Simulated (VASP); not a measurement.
A run of VASP 6.6.1 is set up as follows.

File INCAR:

```
SYSTEM = CuO
PREC = Accurate ; ENCUT = 820
EDIFF = 1E-6 ; ISMEAR = 0
SIGMA = 0.05 ; LREAL = .FALSE.
LASPH = .TRUE. ; NELM = 200
ALGO = Normal ; ISIF = 2
LWAVE = .FALSE. ; LCHARG = .FALSE.
ISPIN = 2 ; MAGMOM = 0 0 0 0
LORBIT = 11 ; LMAXMIX = 4
LDAU = .TRUE. ; LDAUTYPE = 2
LDAUL = 2 -1 ; LDAUU = 2 0
LDAUJ = 0 0 ; LDAUPRINT = 1
GGA = PE ; NBANDS = 37
GGA_COMPAT = .FALSE.
```

The input KPOINTS:

```
regular mesh
0
G
  7 7 4
  0 0 0
```

POSCAR

```
CuO
1.0
    3.1795331000      0.0000000000      0.0000000000
   -1.5897665500      2.7535564400      0.0000000000
    0.0000000000      0.0000000000      4.4314907300
Cu O
2 2
Direct
    0.0000000000      0.0000000000      0.0000000000
    0.0000000000      0.0000000000      0.5000000000
    0.3333333333      0.6666666667      0.2500000000
    0.6666666667      0.3333333333      0.7500000000
```

Potentials or basis: VASP PAW PBE potentials, release 64 (Cu_sv_GW, O).

Launch:

```sh
$ cat potpaw_PBE.64/Cu_sv_GW/POTCAR potpaw_PBE.64/O/POTCAR > POTCAR
$ mpirun -np 1 vasp_std > vasp.out
```

(1) Estimate the band gap on the k mesh.

(2) What does it give for the net moment?

Results:

(1) zero (filled and empty bands overlap).

(2) 0.00 μB per cell.
